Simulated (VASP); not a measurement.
Hf4Cl3:

```
CELL_PARAMETERS angstrom
6.18659 0.00000 0.00000
-3.09329 5.35774 0.00000
0.00000 0.00000 4.83479
ATOMIC_POSITIONS crystal
Hf 0.36910 0.00000 0.50000
Hf 0.00000 0.36910 0.50000
Hf 0.63090 0.63090 0.50000
Hf 0.00000 0.00000 0.50000
Cl 0.33333 0.66667 0.00000
Cl 0.66667 0.33333 0.00000
Cl 0.00000 0.00000 0.00000
```

The cell was generated, and may not be a known phase.

| Property | Result |
| --- | --- |
| Program | VASP 6.6.1 |
| Task | relaxation of cell and atoms |
| Functional | PBE |
| Potentials or basis | VASP PAW PBE potentials, release 64 (Hf_pv, Cl) |
| Cutoff | 600 eV |
| k mesh | 3 × 3 × 4 |
| Occupations | gaussian, width 0.2 eV |
| Spin | no spin polarisation |

At the start: pressure 6.8 GPa; volume 22.89 Å³/atom.

Q: How do energy, volume and symmetry change on relaxing?

A: Over 10 steps the energy falls by 910.9 meV/atom and the volume is 21.63 Å³/atom (-5.5 %); space group P-62m (No. 189, to 0.1 Å) before, P6/mmm (No. 191, to 0.1 Å).

Step by step:
```
step  energy change (eV)  largest force (eV/Å)  pressure (GPa)  volume (Å³)
   1              0.0000                5.8870            6.82       160.25
   2             -3.3428                2.4090           -5.90       183.90
   3             -3.5243                1.7592           -7.75       191.08
   4             -5.6061                1.2581           -4.14       164.40
   5             -6.2033                0.7676            2.52       146.83
   6             -6.2034                0.6989            3.40       145.24
   7             -6.3633                0.0838            1.10       149.35
   8             -6.3633                0.0720            1.12       149.29
   9             -6.3711                0.0443           -0.56       152.83
  10             -6.3765                0.0001            0.08       151.43
```

Final structure:
```
CELL_PARAMETERS angstrom
6.02762 0.00000 0.00000
-3.01381 5.22007 0.00000
0.00000 0.00000 4.81271
ATOMIC_POSITIONS crystal
Hf 0.50000 0.00000 0.50000
Hf 0.00000 0.50000 0.50000
Hf 0.50000 0.50000 0.50000
Hf 0.00000 0.00000 0.50000
Cl 0.33333 0.66667 0.00000
Cl 0.66667 0.33333 0.00000
Cl 0.00000 0.00000 0.00000
```

Caveat: the k points lie up to 0.40 Å⁻¹ apart in the final cell, too coarse for converged energies and pressures of a metal; an odd number of electrons without spin polarisation forces a metal; a magnetic or distorted state may lie lower.
